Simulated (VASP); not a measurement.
# BiPdN (P-6m2) in VASP: notebook

Runs on BiPdN. Level: PBE. Tasks: single point, relaxation of cell and atoms.

Program: VASP 6.6.1. These are calculated values, not measurements. Logs are shortened: lines on timing, memory, paths and dates and some standing lists are left out, and cuts for length are marked.

## (1) The cell of the first run

Symmetry: P-6m2, No. 187, hexagonal system. Conventional cell: a = 4.007 Å, b = 4.007 Å, c = 4.374 Å, α = 90.00°, β = 90.00°, γ = 120.00°. Within 3.1 Å of Bi (site symmetry -6m2) lie 3 N at 2.31 Å. Pd (site symmetry -6m2) has 6 Bi at 3.18 Å and 6 N at 3.18 Å and 6 Pd at 4.01 Å within 4.2 Å. Within 3.1 Å of N (site symmetry -6m2) lie 3 Bi at 2.31 Å.

## (2) Single point, PBE

Input file INCAR:

```
PREC = Accurate ; ENCUT = 520
EDIFF = 1E-6 ; ISMEAR = 0
SIGMA = 0.1 ; LREAL = False
LASPH = True ; NELM = 60
ALGO = Normal ; ISIF = 2
LWAVE = False ; LCHARG = True
GGA = PE ; LELF = True
LVHAR = True ; NBANDS = 22
```

Input file KPOINTS:

```
regular mesh
0
Gamma
  6 6 4
```

Input file POSCAR:

```
BiPdN
1.0
    4.0070642600      0.0000000000      0.0000000000
   -2.0035321300      3.4702194500      0.0000000000
    0.0000000000      0.0000000000      4.3740944200
Bi Pd N
1 1 1
Direct
    0.6666666700      0.3333333300      0.5000000000
    0.0000000000      0.0000000000      0.0000000000
    0.3333333300      0.6666666700      0.5000000000
```

Potentials or basis: VASP PAW PBE potentials, release 64 (Bi_d, Pd, N).

On the command line:

```console
cat potpaw_PBE.64/Bi_d/POTCAR potpaw_PBE.64/Pd/POTCAR potpaw_PBE.64/N/POTCAR > POTCAR
mpirun -np 1 vasp_std > vasp.out
```

OUTCAR:

```text
PREC = Accurate
   ENCUT = 520
   EDIFF = 1E-6
   ISMEAR = 0
   LREAL = False
   LASPH = True
   NELM = 60
   ISIF = 2
   GGA = PE

 ion  position               nearest neighbor table
   1  0.667  0.333  0.500-   3 2.31   3 2.31   3 2.31   2 3.18   2 3.18   2 3.18   2 3.18   2 3.18
                             2 3.18
   2  0.000  0.000  0.000-   1 3.18   1 3.18   1 3.18   1 3.18   1 3.18   1 3.18
   3  0.333  0.667  0.500-   1 2.31   1 2.31   1 2.31

  LATTYP: Found a hexagonal cell.
 ALAT       =     4.0070642600
 C/A-ratio  =     1.0915957759

  Lattice vectors:

 A1 = (   4.0070642600,   0.0000000000,   0.0000000000)
 A2 = (  -2.0035321300,   3.4702194500,   0.0000000000)
 A3 = (   0.0000000000,   0.0000000000,   4.3740944200)

Analysis of symmetry for initial positions (statically):
=====================================================================
 Subroutine PRICEL returns:
 Original cell was already a primitive cell.

 Routine SETGRP: Setting up the symmetry group for a
 hexagonal supercell.

 Subroutine GETGRP returns: Found 12 space group operations
 (whereof 12 operations were pure point group operations)
 out of a pool of 24 trial point group operations.

The static configuration has the point symmetry D_3h.

Analysis of symmetry for dynamics (positions and initial velocities):
=====================================================================
 Subroutine PRICEL returns:
 Original cell was already a primitive cell.

 Routine SETGRP: Setting up the symmetry group for a
 hexagonal supercell.

 Subroutine GETGRP returns: Found 12 space group operations
 (whereof 12 operations were pure point group operations)
 out of a pool of 24 trial point group operations.

The dynamic configuration has the point symmetry D_3h.

 Subroutine INISYM returns: Found 12 space group operations
 (whereof 12 operations are pure point group operations),
 and found     1 'primitive' translations

----------------------------------------------------------------------------------------

                                     Primitive cell

  volume of cell :      60.8235

  direct lattice vectors                    reciprocal lattice vectors
     4.007064260  0.000000000  0.000000000     0.249559262  0.144083107  0.000000000
    -2.003532130  3.470219450  0.000000000     0.000000000  0.288166214  0.000000000
     0.000000000  0.000000000  4.374094420     0.000000000  0.000000000  0.228618750

  length of vectors
     4.007064260  4.007064265  4.374094420     0.288166214  0.288166214  0.228618750

  position of ions in fractional coordinates (direct lattice)
     0.666666670  0.333333330  0.500000000
     0.000000000  0.000000000  0.000000000
     0.333333330  0.666666670  0.500000000

  ion indices of the primitive-cell ions
   primitive index   ion index
                 1           1
                 2           2
                 3           3

----------------------------------------------------------------------------------------

 KPOINTS: regular mesh

Automatic generation of k-mesh.
 Grid dimensions read from file:
 generate k-points for:    6    6    4

 Generating k-lattice:

  Cartesian coordinates                     Fractional coordinates (reciprocal lattice)
     0.041593210  0.024013851  0.000000000     0.166666667 -0.000000000  0.000000000
     0.000000000  0.048027702  0.000000000     0.000000000  0.166666667  0.000000000
     0.000000000  0.000000000  0.057154688     0.000000000  0.000000000  0.250000000

  Length of vectors
     0.048027702  0.048027702  0.057154688

  Shift w.r.t. Gamma in fractional coordinates (k-lattice)
     0.000000000  0.000000000  0.000000000

 Subroutine IBZKPT returns following result:
 ===========================================

 Found     21 irreducible k-points:

 Following reciprocal coordinates:
            Coordinates               Weight
  0.000000  0.000000  0.000000      1.000000
  0.166667  0.000000  0.000000      6.000000
  0.333333  0.000000  0.000000      6.000000
  0.500000  0.000000  0.000000      3.000000
  0.166667  0.166667  0.000000      6.000000
  0.333333  0.166667  0.000000     12.000000
[... 13 lines left out ...]
  0.333333  0.166667  0.500000     12.000000
  0.333333  0.333333  0.500000      2.000000
   k-points           NKPTS =     21   k-points in BZ     NKDIM =     21   number of bands    NBANDS=     22
   number of dos      NEDOS =    301   number of ions     NIONS =      3
   total plane-waves  NPLWV =  32400
   dimension x,y,z NGX =    30 NGY =   30 NGZ =   36
   dimension x,y,z NGXF=    60 NGYF=   60 NGZF=   72
   ions per type =               1   1   1
   NGX,Y,Z   is equivalent  to a cutoff of  12.45, 12.45, 13.68 a.u.
   NGXF,Y,Z  is equivalent  to a cutoff of  24.89, 24.89, 27.36 a.u.
 SYSTEM =  unknown system
   PREC   = accura    normal or accurate (medium, high low for compatibility)
   ISTART =      0    job   : 0-new  1-cont  2-samecut
   ICHARG =      2    charge: 1-file 2-atom 10-const
   ISPIN  =      1    spin polarized calculation?
   LNONCOLLINEAR =      F non collinear calculations
   LSORBIT =      F    spin-orbit coupling
   LASPH  =      T    aspherical Exc in radial PAW
   ENCUT  =  520.0 eV  38.22 Ry    6.18 a.u.   7.45  7.45  8.13*2*pi/ulx,y,z
   NELM   =     60;   NELMIN=  2; NELMDL= -5     # of ELM steps
   EDIFF  = 0.1E-05   stopping-criterion for ELM
   LREAL  =      F    real-space projection
   EDIFFG = 0.1E-04   stopping-criterion for IOM
   NSW    =      0    number of steps for IOM
   IBRION =     -1    ionic relax: 0-MD 1-quasi-New 2-CG
   NFREE  =      0    steps in history (QN), initial steepest desc. (CG)
   ISIF   =      2    stress and relaxation
   ISYM   =      2    0-nonsym 1-usesym 2-fastsym
   POTIM  = 0.5000    time-step for ionic-motion
   TEBEG  =    0.0;   TEEND  =   0.0 temperature during run
   PSTRESS=    0.0 pullay stress
   NELECT =      30.0000    total number of electrons
   NUPDOWN=      -1.0000    fix difference up-down
   EMIN   =  10.00;   EMAX   =-10.00  energy-range for DOS
   EFERMI =   0.00;   METHOD = LEGACY
   ISMEAR =     0;   SIGMA  =   0.10  broadening in eV -4-tet -1-fermi 0-gaus
   EFERMI_NEDOS =   21; number of points for ismear=-14 and -15
   IALGO  =     38    algorithm
   IMIX   =      4    mixing-type and parameters
[... 5 lines left out ...]
   LORBIT       =      0    0 simple, 1 ext, 2 COOP (PROOUT), +10 PAW based schemes
   GGA     = PE    functional components
   LHFCALC =     F    Hartree Fock is set to
   AEXX    =    0.0000 exact exchange contribution
   IVDW    =     0    specifies the selected vdW correction
   LEPSILON=     F    determine dielectric tensor
   LRPA    =     F    only Hartree local field effects (RPA)
 non-spin polarized calculation
 Gauss-broadening in eV      SIGMA  =   0.10
  energy-cutoff  :      520.00
  volume of cell :       60.82
 maximum number of plane-waves:      1660
 NGX is ok and might be reduce to    30
   NGX = 15   NGY = 15   NGZ = 17

 number of electron      29.9999994 magnetization

 Free energy of the ion-electron system (eV)
  ---------------------------------------------------
  ext. energy  EPLUGINS =         0.00000000
  ---------------------------------------------------
  free energy    TOTEN  =       -14.25882793 eV

  energy without entropy =      -14.25377466  energy(sigma->0) =      -14.25630130

 E-fermi :   6.3442     XC(G=0): -10.5437

 val. band max:        6.2045955459   @ k =   0.5000   0.0000   0.5000
 cond. band min:       6.3860186575   @ k =   0.3333   0.1667   0.5000
 fundamental gap:      0.1814231117
 Fermi energy:         6.3442001785

 k-point     1 :       0.0000    0.0000    0.0000
  band No.  band energies     occupation
      1     -16.5902      2.00000
      2     -16.4777      2.00000
      3     -16.4777      2.00000
      4     -16.4573      2.00000
      5     -16.4573      2.00000
      6      -8.9301      2.00000
[... 14 lines left out ...]
     21      17.9251      0.00000
     22      17.9251      0.00000

 k-point     2 :       0.1667    0.0000    0.0000
  band No.  band energies     occupation
      1     -16.5798      2.00000
      2     -16.4821      2.00000
      3     -16.4789      2.00000
      4     -16.4630      2.00000
      5     -16.4435      2.00000
      6      -8.6758      2.00000
[... 14 lines left out ...]
     21      16.0748      0.00000
     22      16.6729      0.00000

 k-point     3 :       0.3333    0.0000    0.0000
  band No.  band energies     occupation
      1     -16.5618      2.00000
      2     -16.4908      2.00000
      3     -16.4811      2.00000
      4     -16.4718      2.00000
      5     -16.4156      2.00000
      6      -8.0004      2.00000
[... 14 lines left out ...]
     21      14.5818      0.00000
     22      16.4473      0.00000

 k-point     4 :       0.5000    0.0000    0.0000
  band No.  band energies     occupation
      1     -16.5551      2.00000
      2     -16.4951      2.00000
      3     -16.4823      2.00000
      4     -16.4740      2.00000
      5     -16.4016      2.00000
      6      -7.4763      2.00000
[... 14 lines left out ...]
     21      13.6658      0.00000
     22      15.9204      0.00000

 k-point     5 :       0.1667    0.1667    0.0000
  band No.  band energies     occupation
      1     -16.5635      2.00000
      2     -16.4879      2.00000
      3     -16.4813      2.00000
      4     -16.4704      2.00000
      5     -16.4246      2.00000
      6      -8.2032      2.00000
[... 14 lines left out ...]
     21      14.9562      0.00000
     22      15.2857      0.00000

 k-point     6 :       0.3333    0.1667    0.0000
  band No.  band energies     occupation
      1     -16.5460      2.00000
      2     -16.4933      2.00000
      3     -16.4841      2.00000
      4     -16.4755      2.00000
      5     -16.4096      2.00000
      6      -7.5058      2.00000
[... 14 lines left out ...]
     21      13.7534      0.00000
     22      15.5361      0.00000

 k-point     7 :       0.3333    0.3333    0.0000
  band No.  band energies     occupation
      1     -16.5306      2.00000
      2     -16.4928      2.00000
      3     -16.4873      2.00000
      4     -16.4783      2.00000
      5     -16.4135      2.00000
      6      -7.1810      2.00000
[... 249 lines left out ...]
      6      -7.9137      2.00000
[... 14 lines left out ...]
     21      14.9684      0.00000
     22      16.4457      0.00000

 k-point    18 :       0.5000    0.0000    0.5000
  band No.  band energies     occupation
      1     -16.5450      2.00000
      2     -16.5003      2.00000
      3     -16.4842      2.00000
      4     -16.4694      2.00000
      5     -16.4016      2.00000
      6      -7.4395      2.00000
[... 14 lines left out ...]
     21      15.0338      0.00000
     22      16.2185      0.00000

 k-point    19 :       0.1667    0.1667    0.5000
  band No.  band energies     occupation
      1     -16.5514      2.00000
      2     -16.4919      2.00000
      3     -16.4838      2.00000
      4     -16.4691      2.00000
      5     -16.4245      2.00000
      6      -8.1001      2.00000
[... 14 lines left out ...]
     21      15.9760      0.00000
     22      16.4114      0.00000

 k-point    20 :       0.3333    0.1667    0.5000
  band No.  band energies     occupation
      1     -16.5345      2.00000
      2     -16.4976      2.00000
      3     -16.4869      2.00000
      4     -16.4728      2.00000
      5     -16.4091      2.00000
      6      -7.4579      2.00000
[... 14 lines left out ...]
     21      16.5330      0.00000
     22      16.8459      0.00000

 k-point    21 :       0.3333    0.3333    0.5000
  band No.  band energies     occupation
      1     -16.5170      2.00000
      2     -16.4947      2.00000
      3     -16.4928      2.00000
      4     -16.4777      2.00000
      5     -16.4125      2.00000
      6      -7.1572      2.00000
[... 14 lines left out ...]
     21      17.3548      0.00000
     22      17.9319      0.00000

------------------------ aborting loop because EDIFF is reached ----------------------------------------

  FORCE on cell =-STRESS in cart. coord.  units (eV):
  Direction    XX          YY          ZZ          XY          YZ          ZX
  --------------------------------------------------------------------------------------
  -------------------------------------------------------------------------------------
  Total       -0.7507827     -0.7507827     -2.5481918      0.0000000      0.0000000     -0.0000000
  in kB      -19.7766836    -19.7766837    -67.1229896      0.0000000      0.0000000     -0.0000000
  external PRESSURE =     -35.5587856 kB  Pullay stress =       0.0000000 kB

 VOLUME and BASIS-vectors are now :
 -----------------------------------------------------------------------------
  energy-cutoff  :      520.00
  volume of cell :       60.82
      direct lattice vectors                 reciprocal lattice vectors
     4.007064260  0.000000000  0.000000000     0.249559262  0.144083107  0.000000000
    -2.003532130  3.470219450  0.000000000     0.000000000  0.288166214  0.000000000
     0.000000000  0.000000000  4.374094420     0.000000000  0.000000000  0.228618750

 POSITION                                       TOTAL-FORCE (eV/Angst)
 -----------------------------------------------------------------------------------
      2.00353      1.15674      2.18705        -0.000000      0.000000      0.000000
      0.00000      0.00000      0.00000         0.000000      0.000000      0.000000
     -0.00000      2.31348      2.18705         0.000000     -0.000000      0.000000
 -----------------------------------------------------------------------------------
    total drift:                               -0.000005      0.000003      0.000000

  FREE ENERGIE OF THE ION-ELECTRON SYSTEM (eV)
  ---------------------------------------------------
  free  energy   TOTEN  =       -14.2588279350 eV

  energy  without entropy=      -14.2537746613  energy(sigma->0) =      -14.25630130
```

It took 35 s on 1 thread of Intel Xeon 6975P-C, shared host; peak memory 0.2 GiB.

Results:

| Item | Value |
| --- | --- |
| Free energy | -14.2588 eV |
| Pressure | -3.6 GPa |
| Band gap on the k mesh | zero (band 15 reaches 6.84 eV, above the bottom of band 16 at 6.20 eV) |

Caveat: spin-orbit coupling is left out, which moves the levels of the heavy elements.

## (3) Single point, PBE

This run uses another cell than the first one, of 18.09 Å³/atom, 0.892 times its volume.

Input file INCAR:

```
SYSTEM = BiPdN
ALGO = Normal
EDIFF = 1E-6
ENCUT = 520
GGA = PE
ISIF = 2
ISMEAR = 0
LASPH = .True.
LCHARG = .True.
LELF = .True.
LREAL = .False.
LVHAR = .True.
LWAVE = .False.
NBANDS = 22
NELM = 60
PREC = Accurate
SIGMA = 0.1
```

Input file KPOINTS:

```
k-points
0
Gamma
  12 12 10
  0 0 0
```

Input file POSCAR:

```
BiPdN
1.0
    4.0647146928      0.0000000000      0.0000000000
   -2.0323573464      3.5201461831      0.0000000000
    0.0000000000      0.0000000000      3.7936830764
Bi Pd N
1 1 1
Direct
    0.6666666667      0.3333333333      0.5000000000
    0.0000000000      0.0000000000      0.0000000000
    0.3333333333      0.6666666667      0.5000000000
```

Potentials or basis: VASP PAW PBE potentials, release 64 (Bi_d, Pd, N).

On the command line:

```console
cat potpaw_PBE.64/Bi_d/POTCAR potpaw_PBE.64/Pd/POTCAR potpaw_PBE.64/N/POTCAR > POTCAR
mpirun -np 1 vasp_std > vasp.out
```

It took 2.1 min on 1 thread of Intel Xeon 6975P-C, shared host; peak memory 0.28 GiB.

It converged, with:

```
Free energy            : -14.4400 eV
Pressure               : 0.0 GPa
Band gap on the k mesh : zero (band 15 reaches 8.09 eV, above the bottom of band 16 at 7.44 eV)
```

Stress tensor (GPa, compression positive):
```
 0.11  0.00  0.00
 0.00  0.11  0.00
 0.00  0.00 -0.08
```

Levels at points of the mesh, in eV from the Fermi level:
| k point | band 11 | band 12 | band 13 | band 14 | band 15 | band 16 | band 17 | band 18 | band 19 | band 20 |
| --- | --- | --- | --- | --- | --- | --- | --- | --- | --- | --- |
| (0.00, 0.00, 0.00) | -2.55 | -1.90 | -1.90 | -1.32 | -1.32 | 2.02 | 2.43 | 2.43 | 3.29 | 8.26 |
| (0.50, 0.00, 0.00) | -1.93 | -1.89 | -1.84 | -1.59 | -0.54 | 1.40 | 3.00 | 4.68 | 4.76 | 8.74 |
| (0.00, 0.00, 0.50) | -2.48 | -2.48 | -2.21 | -2.21 | -1.54 | 0.50 | 4.65 | 4.65 | 5.90 | 8.11 |
| (0.50, 0.00, 0.50) | -2.56 | -1.78 | -1.51 | -0.97 | -0.92 | -0.23 | 2.72 | 2.90 | 5.81 | 6.46 |

Caveat: spin-orbit coupling is left out, which moves the levels of the heavy elements.

## (4) Relaxation of cell and atoms, PBE

Input file INCAR:

```
PREC     = Accurate       # precision mode
ENCUT    = 600            # plane-wave cutoff, eV
EDIFF    = 1E-7           # SCF threshold, eV
ISMEAR   = 0              # smearing method
SIGMA    = 0.1            # smearing width, eV
LREAL    = F              # projectors in reciprocal space
LASPH    = T              # aspherical terms in the spheres
NELM     = 60             # most SCF steps
ALGO     = Normal         # electronic algorithm
ISIF     = 3              # what is computed and relaxed
LWAVE    = F              # write WAVECAR
LCHARG   = F              # write CHGCAR
GGA      = PE             # functional
IBRION   = 2              # ionic algorithm
NSW      = 100            # ionic steps
EDIFFG   = -0.01          # ionic threshold
```

Input file KPOINTS:

```
regular mesh
0
Gamma
  12 12 10
```

Input file POSCAR:

```
BiPdN
1.0
    4.0070642600      0.0000000000      0.0000000000
   -2.0035321300      3.4702194500      0.0000000000
    0.0000000000      0.0000000000      4.3740944200
Bi Pd N
1 1 1
Direct
    0.6666666700      0.3333333300      0.5000000000
    0.0000000000      0.0000000000      0.0000000000
    0.3333333300      0.6666666700      0.5000000000
```

On the command line:

```console
cat potpaw_PBE.64/Bi_d/POTCAR potpaw_PBE.64/Pd/POTCAR potpaw_PBE.64/N/POTCAR > POTCAR
mpirun -np 1 vasp_std > vasp.out
```

Wall time 15 min (1 thread of Intel Xeon 6975P-C, shared host); peak memory 0.34 GiB.

Results (log left out):

| Property | Result |
| --- | --- |
| Free energy | -14.4452 eV |
| Relaxed volume | 18.09 Å³/atom |
| Relaxed cell | a = 4.067 Å, b = 4.067 Å, c = 3.787 Å, α = 90.00°, β = 90.00°, γ = 120.00° |
| Space group after relaxing (to 0.05 Å) | P-6m2 (No. 187) |
| Energy gained by relaxing | 63.3 meV/atom |
| Ionic steps | 8 |
| Pressure after relaxing | 0.0 GPa |
| Band gap on the k mesh | zero (band 15 reaches 8.09 eV, above the bottom of band 16 at 7.44 eV) |

Step by step:
```tsv
step	energy change (eV)	largest force (eV/Å)	pressure (GPa)	volume (Å³)
1	0.0000	0.0000	-3.87	60.82
2	-0.0880	0.0000	0.58	56.59
3	-0.0923	0.0000	1.86	55.65
4	-0.1604	0.0000	1.23	54.82
5	-0.1884	0.0000	0.94	53.81
6	-0.1885	0.0000	0.93	53.71
7	-0.1889	0.0000	-0.77	54.74
8	-0.1900	0.0000	0.00	54.26
```

Final structure:
```
CELL_PARAMETERS angstrom
4.06746 0.00000 0.00000
-2.03373 3.52252 0.00000
0.00000 0.00000 3.78705
ATOMIC_POSITIONS crystal
Bi 0.66667 0.33333 0.50000
Pd 0.00000 0.00000 0.00000
N 0.33333 0.66667 0.50000
```

Levels at points of the mesh, in eV from the Fermi level:
| k point | band 12 | band 13 | band 14 | band 15 | band 16 | band 17 | band 18 | band 19 |
| --- | --- | --- | --- | --- | --- | --- | --- | --- |
| (0.00, 0.00, 0.00) | -1.90 | -1.90 | -1.32 | -1.32 | 2.04 | 2.42 | 2.42 | 3.30 |
| (0.50, 0.00, 0.00) | -1.90 | -1.84 | -1.60 | -0.53 | 1.40 | 3.02 | 4.67 | 4.78 |
| (0.00, 0.00, 0.50) | -2.48 | -2.21 | -2.21 | -1.54 | 0.49 | 4.65 | 4.65 | 5.89 |
| (0.50, 0.00, 0.50) | -1.78 | -1.51 | -0.96 | -0.92 | -0.22 | 2.72 | 2.90 | 5.81 |

Caveat: spin-orbit coupling is left out, which moves the levels of the heavy elements.

## (5) Summary

```csv
task,cell,k mesh,cutoff (eV),gap on the mesh (eV),pressure (GPa)
single point,"a = 4.007, b = 4.007, c = 4.374 Å, angles 90.0, 90.0, 120.0°, 3 atoms",6 × 6 × 4,520,none,-3.6
single point,"a = 4.065, b = 4.065, c = 3.794 Å, angles 90.0, 90.0, 120.0°, 3 atoms",12 × 12 × 10,520,none,0.0
relaxation of cell and atoms,"relaxed from a = 4.007, b = 4.007, c = 4.374 Å, angles 90.0, 90.0, 120.0°, 3 atoms",12 × 12 × 10,600,none,0.0
```

Alike in all rows: level PBE; potentials or basis VASP PAW PBE potentials, release 64 (Bi_d, Pd, N); no spin polarisation; smearing gaussian 0.1 eV.

Caveats: spin-orbit coupling is left out, which moves the levels of the heavy elements.

Absolute energies hang on the potentials; compare differences alone.
